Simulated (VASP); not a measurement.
MgO, 4 atoms in the cell. It takes space group P-6m2 (No. 187, hexagonal). Conventional cell: a = 2.938 Å, b = 2.938 Å, c = 2.680 Å, α = 90.00°, β = 90.00°, γ = 120.00°. Within 3.0 Å of Mg (site symmetry -6m2) lie 6 O at 2.16 Å and 8 Mg at 2.68 to 2.94 Å. Within 3.0 Å of O (site symmetry -6m2) lie 6 Mg at 2.16 Å and 8 O at 2.68 to 2.94 Å. 

* Program: VASP 6.6.1
* Task: single point
* Functional: LDA
* Potentials or basis: VASP PAW LDA potentials, release 64 (Mg, O)
* Cutoff: 600 eV
* k mesh: 6 × 6 × 4
* Occupations: fermi-dirac, width 0.1 eV
* Spin: no spin polarisation
* Dipole correction: no
* Further INCAR settings: ALGO = Normal; EDIFF = 1e-06; NBANDS = 16

Potentials or basis: VASP PAW LDA potentials, release 64 (Mg, O).

Run with:

```sh
$ cat potpaw_LDA.64/Mg/POTCAR potpaw_LDA.64/O/POTCAR > POTCAR
$ mpirun -np 1 vasp_std > vasp.out
```

Hardware: 1 thread of Intel(R) Xeon(R) 6975P-C (Granite Rapids), on a shared host.

Q: Estimate the wall time of this run.

A: Wall time 6.3 s on 1 thread of Intel(R) Xeon(R) 6975P-C (Granite Rapids), with other jobs on the host, peak memory 0.14 GiB. Counts: scf iterations 12, k points 21.
